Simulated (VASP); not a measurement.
Here is a VASP 6.6.1 calculation.

INCAR

```
SYSTEM = CuNi6S16
  PREC = Accurate
  ENCUT = 600
  EDIFF = 1E-7
  ISMEAR = 0
  SIGMA = 0.1
  LREAL = .False.
  LASPH = .True.
  NELM = 120
  ALGO = Normal
  ISIF = 3
  LWAVE = .False.
  LCHARG = .False.
  GGA = PS
  IBRION = 2
  NSW = 70
  EDIFFG = -0.04
  ISYM = 0
  GGA_COMPAT = .False.
  NELMIN = 4
```

The input KPOINTS:

```
Automatic mesh
0
Gamma
  2 2 2
  0.5 0.5 0.5
```

POSCAR

```
CuNi6S16
1.0
   -3.9468995524     -2.2787435191      6.3874667843
    3.9468995524     -2.2787435191      6.3874667843
    0.0000000000      4.5574870380      6.3874667843
Cu Ni S
1 6 16
Direct
    0.9968577899      0.0038770610      0.9994841115
    0.4994130878      0.5013556146      0.0006444880
    0.0006251928      0.9995838208      0.4946956921
    0.9981226079      0.5004516987      0.4959754911
    0.4969070204      0.0022151397      0.9995375454
    0.5027724746      0.9992278319      0.4985296950
    0.9977861002      0.4996644539      0.0039028691
    0.1968777924      0.1902225059      0.1979454672
    0.6899744557      0.6983099491      0.6927338065
    0.9085472632      0.6928493513      0.1923113211
    0.4104923513      0.1882720638      0.6991572043
    0.2061862772      0.9093496909      0.6812639318
    0.7034250704      0.4105024115      0.1874644248
    0.6935678315      0.1982998710      0.9138142407
    0.1874233356      0.6967167609      0.4092680276
    0.3079000941      0.3052279686      0.3067021960
    0.8049419440      0.8058451618      0.8067670700
    0.5858084264      0.8162981653      0.3018765064
    0.0892701984      0.3146449172      0.8020481483
    0.2989405262      0.5908735564      0.8175840673
    0.8006831435      0.0886471238      0.3098489826
    0.8121804945      0.3015761354      0.5889680363
    0.3127915594      0.7984246858      0.0919833509
```

Potentials or basis: VASP PAW PBE potentials, release 64 (Cu, Ni, S).

Launch:

```sh
$ cat potpaw_PBE.64/Cu/POTCAR potpaw_PBE.64/Ni/POTCAR potpaw_PBE.64/S/POTCAR > POTCAR
$ mpirun -np 1 vasp_std > vasp.out
```

Question: Estimate the relaxed volume.

Answer: 14.80 Å³/atom.

Question: Estimate the space group after relaxing (to 0.1 Å).

Answer: R-3 (No. 148).

Final structure:
```
Cu Ni S
1.0
    -3.93820   -2.27287    6.33641
     3.93710   -2.27362    6.33550
    -0.00121    4.54707    6.33614
Cu Ni S
1 6 16
Direct
  0.00043 0.00102 0.99888
  0.50020 0.50045 0.00007
  0.00025 0.00011 0.49985
  0.99964 0.50061 0.49955
  0.50000 0.00084 0.99951
  0.50006 0.00059 0.49976
  0.99979 0.50073 0.99984
  0.19650 0.19673 0.19639
  0.69465 0.69528 0.69444
  0.90531 0.69288 0.19953
  0.41379 0.18894 0.70087
  0.20042 0.90551 0.69189
  0.70149 0.41405 0.18830
  0.69229 0.20088 0.90483
  0.18782 0.70174 0.41318
  0.30529 0.30555 0.30528
  0.80364 0.80403 0.80308
  0.58625 0.81274 0.29826
  0.09466 0.30878 0.79948
  0.29872 0.58647 0.81227
  0.80018 0.09504 0.30736
  0.81201 0.29907 0.58579
  0.30813 0.80039 0.09409
```

Caveat: the k points lie up to 0.49 Å⁻¹ apart in the final cell, too coarse for converged energies and pressures of a metal; the PAW data sets were made with another functional, which shifts forces and pressure a little; the run has no spin polarisation, though such a crystal can be magnetic. Spin polarisation is off, so any magnetic state and its effect on volume and gap are missing.
